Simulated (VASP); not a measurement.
Ge: single point with PBE

Ge:

```
Ge
1.0
     0.00000    2.76180    2.76180
     2.76180    0.00000    2.76180
     2.76180    2.76180    0.00000
Ge
2
Cartesian
  2.7618 2.7618 2.7618
  4.1427 4.1427 4.1427
```

* Program: VASP 6.6.1
* Task: single point
* Functional: PBE
* Potentials or basis: VASP PAW PBE potentials, release 64 (Ge_d)
* Cutoff: 500 eV
* k mesh: 6 × 6 × 6
* Occupations: gaussian, width 0.01 eV
* Spin: no spin polarisation

* Pressure: 9.9 GPa
* Band gap on the k mesh: 0.41 eV (least direct gap 0.71 eV)

Levels at points of the mesh, in eV from the valence-band top:
| k point | band 12 | band 13 | band 14 | band 15 | band 16 | band 17 |
| --- | --- | --- | --- | --- | --- | --- |
| (0.00, 0.00, 0.00) | 0.00 | 0.00 | 0.00 | 0.71 | 2.58 | 2.58 |
| (0.50, 0.00, 0.00) | -7.96 | -1.52 | -1.52 | 0.41 | 3.77 | 3.77 |
| (0.50, 0.50, 0.00) | -9.18 | -3.34 | -3.34 | 0.65 | 0.65 | 10.13 |

Wall time 9.4 s on 1 thread of AMD EPYC 7R13 Processor (Zen 3), on a shared host, peak memory 0.12 GiB.

Caveat: the cell stands under pressure. A k mesh can miss the band edges.
